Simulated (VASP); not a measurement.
Wanted: the native input for a VASP 6.6.1 run.

```yaml
Task: single point
Functional: PBE
Dispersion: D3(BJ)
Potentials_or_basis: VASP PAW PBE potentials, release 64 (Ge_d)
Cutoff: 520 eV
k_mesh: 9 × 9 × 1
Occupations: gaussian, width 0.1 eV
Spin: no spin polarisation
Dipole_correction: yes
Further_INCAR_settings: ALGO = Normal; EDIFF = 1e-06; NBANDS = 36
```

The structure of Ge lies in POSCAR:

```
Ge
1.0
    4.0226895311      0.0000000000      0.0000000000
   -2.0113447656      3.4837513255      0.0000000000
    0.0000000000      0.0000000000     18.8685220517
Ge
4
Direct
    0.3333333333      0.6666666667      0.2747571332
    0.6666666667      0.3333333333      0.2384924472
    0.8888888889      0.1111111111      0.4965159447
    0.5555555556      0.4444444444      0.4602512588
```

One way to write it, as run:

INCAR

```
PREC = Accurate
ENCUT = 520
EDIFF = 1E-6
ISMEAR = 0
SIGMA = 0.1
LREAL = F
LASPH = T
NELM = 60
ALGO = Normal
ISIF = 2
LWAVE = F
LCHARG = F
LDIPOL = T
IDIPOL = 3
DIPOL = 0.5 0.5 0.368
GGA = PE
IVDW = 12
NBANDS = 36
```

KPOINTS

```
regular mesh
0
Gamma
  9 9 1
```

Potentials or basis: VASP PAW PBE potentials, release 64 (Ge_d).

Command:

```sh
$ cat potpaw_PBE.64/Ge_d/POTCAR > POTCAR
$ mpirun -np 1 vasp_std > vasp.out
```

Results of the run:

The largest force is 0.261 eV/Å, the band gap on the k mesh is 0.44 eV, direct and the dispersion energy per atom is -0.213 eV.

Wall time 3.2 min on 1 thread of AMD EPYC 9R45 96-Core Processor (Zen 5) (shared host), peak memory 0.42 GiB.
